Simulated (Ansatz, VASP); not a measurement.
Mg5Se: VASP beside Ansatz

```
Mg Se
1.0
     0.00000    4.13274    4.13274
     4.13274    0.00000    4.13274
     4.13274    4.13274    0.00000
Mg Se
5 1
Cartesian
  5.1641 5.1641 5.1641
  5.1641 3.1013 3.1013
  3.1013 3.1013 5.1641
  3.1013 5.1641 3.1013
  2.0664 2.0664 2.0664
  0.0000 0.0000 0.0000
```

Change from the starting cell: species swapped into the DyCu5 type (F-43m, No. 216).

Alike in both runs: functional PBE; k mesh 8 × 8 × 8; occupations gaussian, width 0.1 eV; no spin polarisation.

Ansatz relaxed the structure, and its values are those at the end. VASP's run is a single point on that final structure, the one shown.

|  | VASP | Ansatz |
| --- | --- | --- |
| version | VASP 6.6.1 | Ansatz 0.2.0 |
| potentials or method | VASP PAW PBE potentials, release 64 (Mg, Se), cutoff 520 eV | scalar-relativistic, plane waves, PAW |
| valence electrons in the cell | 16 | 66 |

```csv
,VASP,Ansatz,Ansatz less VASP
gap on the k mesh at the Fermi level (eV),none,none,-
pressure (GPa),-0.1,0.0,+0.08
```

A gap of «none» marks a metal or a gap that the smearing closes. VASP's potentials hold 16 valence electrons a cell and Ansatz's 66, so a difference there can come from the potentials and not from the codes.
